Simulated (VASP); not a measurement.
Write the native input for VASP 6.6.1 that does the following.

```
Task                   : relaxation of cell and atoms
Functional             : PBE
Potentials or basis    : VASP PAW PBE potentials, release 64 (Li_sv, Te, P)
Cutoff                 : 600 eV
k mesh                 : 8 × 8 × 8
Occupations            : gaussian, width 0.1 eV
Spin                   : no spin polarisation
Dipole correction      : no
Further INCAR settings : ALGO = Normal; EDIFF = 1e-06; IBRION = 2; EDIFFG = -0.01; NSW = 100; ISIF = 3
```

The structure of LiTe3P4 lies in POSCAR:

```
LiTe3P4
1.0
    5.5115499658      0.0000000000      0.0000000000
    0.0000000000      5.5115499658      0.0000000000
    0.0000000000      0.0000000000      5.5115499658
Li Te P
1 3 4
Direct
    0.5000000000      0.5000000000      0.5000000000
    0.0000000000      0.5000000000      0.5000000000
    0.5000000000      0.0000000000      0.5000000000
    0.5000000000      0.5000000000      0.0000000000
    0.5000000000      0.0000000000      0.0000000000
    0.0000000000      0.5000000000      0.0000000000
    0.0000000000      0.0000000000      0.5000000000
    0.0000000000      0.0000000000      0.0000000000
```

The cell was generated, and may not be a known phase.

One way to write it, as run:

INCAR

```
SYSTEM = LiTe3P4
ALGO = Normal
EDIFF = 1E-6
EDIFFG = -0.01
ENCUT = 600
GGA = PE
IBRION = 2
ISIF = 3
ISMEAR = 0
LASPH = .True.
LCHARG = .False.
LREAL = .False.
LWAVE = .False.
NELM = 100
NSW = 100
PREC = Accurate
SIGMA = 0.1
```

KPOINTS

```
k-points
0
Gamma
  8 8 8
  0 0 0
```

Potentials or basis: VASP PAW PBE potentials, release 64 (Li_sv, Te, P).

The run is started by

```sh
$ cat potpaw_PBE.64/Li_sv/POTCAR potpaw_PBE.64/Te/POTCAR potpaw_PBE.64/P/POTCAR > POTCAR
$ mpirun -np 1 vasp_std > vasp.out
```

It gave:

```json
{
  "Relaxed volume": "21.14 Å³/atom",
  "Relaxed cell": "a = 5.530 Å, b = 5.530 Å, c = 5.530 Å, α = 90.00°, β = 90.00°, γ = 90.00°",
  "Space group after relaxing (to 0.1 Å)": "Pm-3m (No. 221)",
  "Energy gained by relaxing": "0.5 meV/atom",
  "Ionic steps": "3",
  "Pressure after relaxing": "0.0 GPa"
}
```

Caveat: the cutoff is under 1.25 times the usual one of these potentials, so pressure, stress and relaxed cells hold a basis-set (Pulay) error; the highest band is partly filled, so the run has too few bands.

It took 3.3 min on 1 thread of Intel(R) Xeon(R) 6975P-C (Granite Rapids), on a shared host, peak memory 0.43 GiB.
